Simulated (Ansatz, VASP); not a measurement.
Br in VASP and in Ansatz

```
Br
1.0
    -1.46750    1.42681    3.53728
     1.44296   -1.50369    3.55811
     1.46276    1.49895   -3.56788
Br
1
Direct
  0.00000 0.00000 0.00000
```

Change from the starting cell: volume scaled by 1.04.

Alike in both runs: task single point; functional BLYP; k mesh 13 × 13 × 13; occupations tetrahedron; no spin polarisation.

|  | VASP | Ansatz |
| --- | --- | --- |
| version | VASP 6.6.1 | Ansatz 0.2.0 |
| potentials or method | VASP PAW PBE potentials, release 64 (Br), cutoff 520 eV | all-electron LAPW, scalar-relativistic |

Ansatz gave:

| Quantity | Value |
| --- | --- |
| gap on the k mesh at the Fermi level (eV) | none |
| pressure (GPa) | 1.9 |
| traceless stress, the component that is largest in VASP (GPa) | 1.18 |

Question: Estimate VASP's values.

Answer: gap on the k mesh at the Fermi level (eV): none; pressure (GPa): 1.9; traceless stress, the component that is largest in VASP (GPa): 1.13.

VASP's potentials were made for PBE, not for BLYP. A gap of «none» marks a metal or a gap that the smearing closes. Ansatz ran all-electron here, and VASP with PAW potentials.
